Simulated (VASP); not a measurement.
A run of VASP 6.6.1 is set up as follows.

Contents of INCAR:

```
SYSTEM = Ba2SiGe
PREC = Accurate
ENCUT = 520
EDIFF = 1E-6
ISMEAR = 0
SIGMA = 0.1
LREAL = .FALSE.
LASPH = .TRUE.
NELM = 80
ALGO = Normal
ISIF = 2
LWAVE = .FALSE.
LCHARG = .FALSE.
LDIPOL = .TRUE.
IDIPOL = 3
DIPOL = 0.5 0.5 0.502
GGA = PE
NBANDS = 27
```

The input KPOINTS:

```
regular mesh
0
G
  4 4 1
  0 0 0
```

File POSCAR:

```
Ba2SiGe
1.0
    4.3596239600      0.0000000000      0.0000000000
    0.0000000000      4.3596239600      0.0000000000
    0.0000000000      0.0000000000     18.0000000000
Ba Si Ge
2 1 1
Direct
    0.0000000000      0.5000000000      0.4274957600
    0.5000000000      0.0000000000      0.5785042400
    0.0000000000      0.5000000000      0.6015616600
    0.5000000000      0.0000000000      0.3984383400
```

Potentials or basis: VASP PAW PBE potentials, release 64 (Ba_sv, Si, Ge_d).

The run is started by

```console
$ cat potpaw_PBE.64/Ba_sv/POTCAR potpaw_PBE.64/Si/POTCAR potpaw_PBE.64/Ge_d/POTCAR > POTCAR
$ mpirun -np 1 vasp_std > vasp.out
```

(1) Estimate the largest force.

(2) Estimate the band gap on the k mesh.

## Answers

(1) 0.922 eV/Å.

(2) zero (bands 19 and 20 overlap by 1.49 eV).

Caveat: the k points lie up to 0.36 Å⁻¹ apart, too coarse for converged energies and pressures of a metal; spin-orbit coupling is left out, which moves the levels of the heavy elements.
